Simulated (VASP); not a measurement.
NbAs: single point with r2SCAN

Crystal: NbAs.

```
CELL_PARAMETERS angstrom
0.00000 2.96453 2.96453
2.96453 0.00000 2.96453
2.96453 2.96453 0.00000
ATOMIC_POSITIONS crystal
Nb 0.00000 0.00000 0.00000
As 0.25000 0.25000 0.25000
```

```yaml
Program: VASP 6.6.1
Task: single point
Functional: r2SCAN
Potentials_or_basis: VASP PAW PBE potentials, release 64 (Nb_sv, As)
Cutoff: 550 eV
k_mesh: 12 × 12 × 12
Occupations: gaussian, width 0.1 eV
Spin: no spin polarisation
Dipole_correction: no
Further_INCAR_settings: ALGO = Normal; EDIFF = 1e-06; NBANDS = 16
```

```yaml
Pressure: -6.3 GPa
Band_gap_on_the_k_mesh: zero (bands 9 and 10 overlap by 0.46 eV)
```

Levels at points of the mesh, in eV from the Fermi level:
```tsv
k point	band 6	band 7	band 8	band 9	band 10	band 11	band 12	band 13
(0.00, 0.00, 0.00)	-3.61	-3.61	-3.61	0.06	0.06	2.38	5.30	5.30
(0.50, 0.00, 0.00)	-4.30	-3.20	-3.20	0.38	0.38	0.55	3.11	3.11
(0.50, 0.50, 0.00)	-4.75	-2.38	-2.38	-0.94	0.80	0.80	1.30	1.30
```

It took 3.8 min on 1 thread of Intel Xeon 8259CL, on a shared host, peak memory 0.23 GiB.

Caveat: the cell stands under tension; the PAW data sets were made with another functional, which shifts forces and pressure a little.
